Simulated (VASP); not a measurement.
# Mg8HO8 (a cell with a defect) in VASP: single point with PBE+D3(BJ)

Aim: the single point of Mg8HO8 (a cell with a defect) with PBE+D3(BJ).

Program: VASP 6.6.1. These are calculated values, not measurements. Logs are shortened: lines on timing, memory, paths and dates and some standing lists are left out, and cuts for length are marked.

### 1 The cell of the first run

The cell holds a defect, 17 atoms: a = 6.039 Å, b = 6.039 Å, c = 6.039 Å, α = 60.00°, β = 60.00°, γ = 60.00°.

### 2 Single point, PBE+D3(BJ), collinear spin

Contents of INCAR:

```
PREC = Accurate
ENCUT = 520
EDIFF = 1E-6
ISMEAR = 0
SIGMA = 0.05
LREAL = Auto
LASPH = T
NELM = 150
ALGO = Normal
ISIF = 2
LWAVE = F
LCHARG = F
ISPIN = 2
MAGMOM = 0 0 0 0 0 0 0 0 0 0 0.11 0 0.11 0 0.11 0.11 0.39
LORBIT = 11
GGA = PE
IVDW = 12
NBANDS = 50
```

Contents of KPOINTS:

```
Automatic mesh
0
Gamma
  3 3 3
```

Contents of POSCAR:

```
Mg8HO8
1.0
    0.0000000000      4.2703000000      4.2703000000
    4.2703000000      0.0000000000      4.2703000000
    4.2703000000      4.2703000000      0.0000000000
Mg O H
8 8 1
Direct
    0.0253803011      0.0115435684     -0.0257791022
   -0.0071521907      0.0082265883      0.4930592698
    0.0075588366      0.5005630752     -0.0080569281
   -0.0104258483      0.5142096574      0.4898795167
    0.5096095122     -0.0057449125      0.0097818654
    0.4738042995      0.0117613517      0.5254154275
    0.5065022364      0.4947037679      0.0065090275
    0.4916538651      0.5005225628      0.5077635061
    0.2539391846      0.2485810130      0.2530928740
    0.2495295413      0.2587345151      0.7498325645
    0.2452972859      0.7561623305      0.2464391261
    0.2495838700      0.7531618387      0.7497775332
    0.7496408917      0.2773586165      0.2498242512
    0.7530319884      0.2484700138      0.7541822589
    0.7495336393      0.7038443435      0.2498809217
    0.7461842259      0.7562961619      0.7454622626
    0.7495127977      0.9646150153      0.2499052760
```

Potentials or basis: VASP PAW PBE potentials, release 64 (Mg, O, H).

The run is started by

```
cat potpaw_PBE.64/Mg/POTCAR potpaw_PBE.64/O/POTCAR potpaw_PBE.64/H/POTCAR > POTCAR
mpirun -np 1 vasp_std > vasp.out
```

OUTCAR:

```text
PREC = Accurate
   ENCUT = 520
   EDIFF = 1E-6
   ISMEAR = 0
   LREAL = Auto
   LASPH = T
   NELM = 150
   ISIF = 2
   ISPIN = 2
   LORBIT = 11
   GGA = PE
   IVDW = 12
 IVDW          = 12

 ion  position               nearest neighbor table
   1  0.025  0.012  0.974-  17 1.69  10 2.02  12 2.07  11 2.11  14 2.11  13 2.31  15 2.50   6 2.71
                             3 2.95   5 2.98   4 2.99   7 3.02   2 3.02   2 3.03   7 3.03   4 3.06
   2  0.993  0.008  0.493-  13 2.08  16 2.13  11 2.13  14 2.14   9 2.14  12 2.19   3 3.00   8 3.00
                             4 3.00   6 3.02   1 3.02   5 3.02   5 3.02   1 3.03   6 3.03   4 3.04
   3  0.008  0.501  0.992-  15 1.98  13 2.06  10 2.07  12 2.11   9 2.17  16 2.17   8 2.92   1 2.95
                             4 3.00   5 3.00   7 3.00   2 3.00   2 3.04   7 3.04   5 3.05   4 3.05
   4  0.990  0.514  0.490-  15 2.07  16 2.13  11 2.13  14 2.15   9 2.15  10 2.22   6 2.98   1 2.99
                             3 3.00   8 3.00   2 3.00   7 3.02   7 3.02   2 3.04   8 3.05   3 3.05
   5  0.510  0.994  0.010-  15 2.07  14 2.13   9 2.13  16 2.15  11 2.15  10 2.22   1 2.98   6 2.99
                             3 3.00   8 3.00   7 3.00   2 3.02   2 3.02   7 3.04   8 3.05   3 3.05
   6  0.474  0.012  0.525-  17 1.69  10 2.02  12 2.07   9 2.11  16 2.11  13 2.31  15 2.50   1 2.71
                             8 2.95   4 2.98   5 2.99   2 3.02   7 3.02   7 3.03   2 3.03   5 3.06
   7  0.507  0.495  0.007-  13 2.08  14 2.13   9 2.13  16 2.14  11 2.14  12 2.19   3 3.00   8 3.00
                             5 3.00   1 3.02   6 3.02   4 3.02   4 3.02   6 3.03   1 3.03   5 3.04
   8  0.492  0.501  0.508-  15 1.98  13 2.06  10 2.07  12 2.11  11 2.17  14 2.17   3 2.92   6 2.95
                             4 3.00   5 3.00   7 3.00   2 3.00   2 3.04   7 3.04   5 3.05   4 3.05
   9  0.254  0.249  0.253-   6 2.11   5 2.13   7 2.13   2 2.14   4 2.15   3 2.17
  10  0.250  0.259  0.750-   1 2.02   6 2.02   8 2.07   3 2.07   4 2.22   5 2.22
  11  0.245  0.756  0.246-   1 2.11   4 2.13   2 2.13   7 2.14   5 2.15   8 2.17
  12  0.250  0.753  0.750-   6 2.07   1 2.07   3 2.11   8 2.11   2 2.19   7 2.19
  13  0.750  0.277  0.250-   8 2.06   3 2.06   2 2.08   7 2.08   1 2.31   6 2.31
  14  0.753  0.248  0.754-   1 2.11   5 2.13   7 2.13   2 2.14   4 2.15   8 2.17
  15  0.750  0.704  0.250-   8 1.98   3 1.98   5 2.07   4 2.07   6 2.50   1 2.50
  16  0.746  0.756  0.745-   6 2.11   4 2.13   2 2.13   7 2.14   5 2.15   3 2.17
  17  0.750  0.965  0.250-   6 1.69   1 1.69

  LATTYP: Found a face centered cubic cell.
 ALAT       =     8.5406000000

  Lattice vectors:

 A1 = (   0.0000000000,   4.2703000000,   4.2703000000)
 A2 = (   4.2703000000,   0.0000000000,   4.2703000000)
 A3 = (   4.2703000000,   4.2703000000,   0.0000000000)

Analysis of symmetry for initial positions (statically):
=====================================================================
 Subroutine PRICEL returns:
 Original cell was already a primitive cell.

 Routine SETGRP: Setting up the symmetry group for a
 face centered cubic supercell.

 Subroutine GETGRP returns: Found  1 space group operations
[... 204 lines left out ...]
 Fermi energy:         6.3224668460

 spin component 1

 k-point     1 :       0.0000    0.0000    0.0000
  band No.  band energies     occupation
      1     -14.2927      1.00000
      2     -13.4096      1.00000
      3     -13.1064      1.00000
      4     -12.8921      1.00000
      5     -12.8772      1.00000
      6     -12.8750      1.00000
[... 647 lines left out ...]
     43      13.9245      0.00000
     44      14.2031      0.00000
 Fermi energy:         6.3224668460

 spin component 2

 k-point     1 :       0.0000    0.0000    0.0000
  band No.  band energies     occupation
      1     -14.1953      1.00000
      2     -13.2658      1.00000
      3     -13.0247      1.00000
      4     -12.8615      1.00000
      5     -12.8601      1.00000
      6     -12.7166      1.00000
[... 647 lines left out ...]
     43      13.9996      0.00000
     44      14.2241      0.00000
 [bands above 44 left out]

------------------------ aborting loop because EDIFF is reached ----------------------------------------

 Edisp (eV)   -4.66611

 E8    (eV) :    -1.8083

  FORCE on cell =-STRESS in cart. coord.  units (eV):
  Direction    XX          YY          ZZ          XY          YZ          ZX
  --------------------------------------------------------------------------------------
  -------------------------------------------------------------------------------------
  Total       3.37047    -4.64887     3.37063    -0.00028     0.00074     0.59325
  in kB      34.67339   -47.82473    34.67496    -0.00288     0.00759     6.10295
  external pressure =        7.17 kB  Pullay stress =        0.00 kB

 VOLUME and BASIS-vectors are now :
 -----------------------------------------------------------------------------
  energy-cutoff  :      520.00
  volume of cell :      155.74
      direct lattice vectors                 reciprocal lattice vectors
     0.000000000  4.270300000  4.270300000    -0.117087792  0.117087792  0.117087792
     4.270300000  0.000000000  4.270300000     0.117087792 -0.117087792  0.117087792
     4.270300000  4.270300000  0.000000000     0.117087792  0.117087792 -0.117087792

 POSITION                                       TOTAL-FORCE (eV/Angst)
 -----------------------------------------------------------------------------------
      4.20951      4.26860      0.15768         0.024318     -0.004110      0.032370
      2.14064      6.34527      4.27489         0.012507     -0.028802      0.010654
      6.37345      4.26817      2.16983         0.032039     -0.002140     -0.069462
      4.28776      6.31771      6.42161        -0.010115      0.006063     -0.009626
      4.28754      2.21796      6.42195        -0.011406     -0.005979     -0.010285
      2.29391      4.26697      2.07351         0.037936      0.004860      0.019726
[... 9 lines left out ...]
      6.41296      6.36978      6.41604        -0.012400     -0.020864      0.011234
      5.18637      4.26782      7.31984        -0.116021     -0.000073     -0.105938
 -----------------------------------------------------------------------------------
    total drift:                               -0.001125     -0.001043      0.001633

  FREE ENERGIE OF THE ION-ELECTRON SYSTEM (eV)
  ---------------------------------------------------
  free  energy   TOTEN  =       -98.9488974941 eV

  energy  without entropy=      -98.9472934020  energy(sigma->0) =      -98.94809545

 total charge

# of ion       s       p       d       tot
------------------------------------------
    1        0.161   0.189   0.082   0.432
    2        0.143   0.166   0.072   0.381
    3        0.152   0.184   0.083   0.418
    4        0.143   0.166   0.071   0.379
    5        0.143   0.166   0.071   0.380
    6        0.161   0.189   0.082   0.432
[... 9 lines left out ...]
   16        1.543   3.535   0.000   5.078
   17        0.553   0.019   0.000   0.572
--------------------------------------------------
tot         14.135  29.710   0.615  44.459

 magnetization (x)

# of ion       s       p       d       tot
------------------------------------------
    1        0.007   0.009   0.006   0.022
    2       -0.001  -0.000  -0.000  -0.001
    3        0.001   0.002   0.002   0.005
    4       -0.001  -0.001  -0.000  -0.002
    5       -0.001  -0.001  -0.000  -0.002
    6        0.007   0.010   0.006   0.022
[... 9 lines left out ...]
   16        0.001   0.008   0.000   0.009
   17        0.209   0.002   0.000   0.212
--------------------------------------------------
tot          0.260   0.434   0.014   0.708
```

OSZICAR:

```text
N       E                     dE             d eps       ncg     rms          rms(c)
DAV:   1     0.316111619318E+03    0.31611E+03   -0.31434E+04  2848   0.118E+03
DAV:   2    -0.838019122637E+02   -0.39991E+03   -0.38696E+03  3570   0.259E+02
DAV:   3    -0.106355682656E+03   -0.22554E+02   -0.22401E+02  3398   0.626E+01
DAV:   4    -0.106510837222E+03   -0.15515E+00   -0.15498E+00  3368   0.586E+00
DAV:   5    -0.106511695218E+03   -0.85800E-03   -0.85777E-03  3386   0.435E-01    0.204E+01
DAV:   6    -0.944149374428E+02    0.12097E+02   -0.42996E+01  3152   0.291E+01    0.643E+00
DAV:   7    -0.943601516321E+02    0.54786E-01   -0.10379E+00  3172   0.479E+00    0.399E+00
DAV:   8    -0.942902380122E+02    0.69914E-01   -0.43441E-01  3196   0.384E+00    0.964E-01
DAV:   9    -0.942830707454E+02    0.71673E-02   -0.39168E-02  3380   0.957E-01    0.392E-01
DAV:  10    -0.942821062737E+02    0.96447E-03   -0.91025E-03  3218   0.430E-01    0.184E-01
DAV:  11    -0.942825921554E+02   -0.48588E-03   -0.87347E-04  3292   0.165E-01    0.812E-02
DAV:  12    -0.942827763463E+02   -0.18419E-03   -0.30127E-04  3164   0.882E-02    0.312E-02
DAV:  13    -0.942827808690E+02   -0.45227E-05   -0.24295E-05  3772   0.398E-02    0.158E-02
DAV:  14    -0.942827896411E+02   -0.87722E-05   -0.24145E-05  3344   0.278E-02    0.916E-03
DAV:  15    -0.942827899315E+02   -0.29033E-06   -0.31419E-06  2988   0.122E-02
   1 F= -.98948897E+02 E0= -.98948095E+02  d E =-.160409E-02  mag=     0.9259
```

Wall time 5.1 min (1 thread of AMD EPYC 9R45 (Zen 5), shared host); peak memory 0.45 GiB.

What came out:

| Item | Value |
| --- | --- |
| Free energy | -98.9489 eV |
| Pressure | 0.7 GPa |
| Largest force | 0.241 eV/Å |
| Net moment | 0.93 μB per cell |
| Site moments | Mg +0.02, -0.00, +0.01; O +0.01, -0.00, +0.16, +0.26; H +0.21 μB |
| Valence electrons inside the program's atomic spheres | Mg 0.43, 0.38, 0.42; O 5.08, 5.11, 5.09; H 0.57 |
| Dispersion energy per atom | -0.274 eV |

Forces in eV/Å, atoms in the order of the input:
```
Mg   0.024 -0.004  0.032
Mg   0.013 -0.029  0.011
Mg   0.032 -0.002 -0.069
Mg  -0.010  0.006 -0.010
Mg  -0.011 -0.006 -0.010
Mg   0.038  0.005  0.020
Mg   0.014  0.027  0.010
Mg  -0.068  0.000  0.034
O   -0.010  0.024  0.010
O    0.002  0.002  0.006
O    0.014 -0.023 -0.010
O    0.002  0.001  0.001
O   -0.091 -0.001 -0.091
O    0.013  0.020 -0.011
O    0.168  0.000  0.173
O   -0.012 -0.021  0.011
H   -0.116  0.000 -0.106
```

Caveat: the k points lie up to 0.42 Å⁻¹ apart.
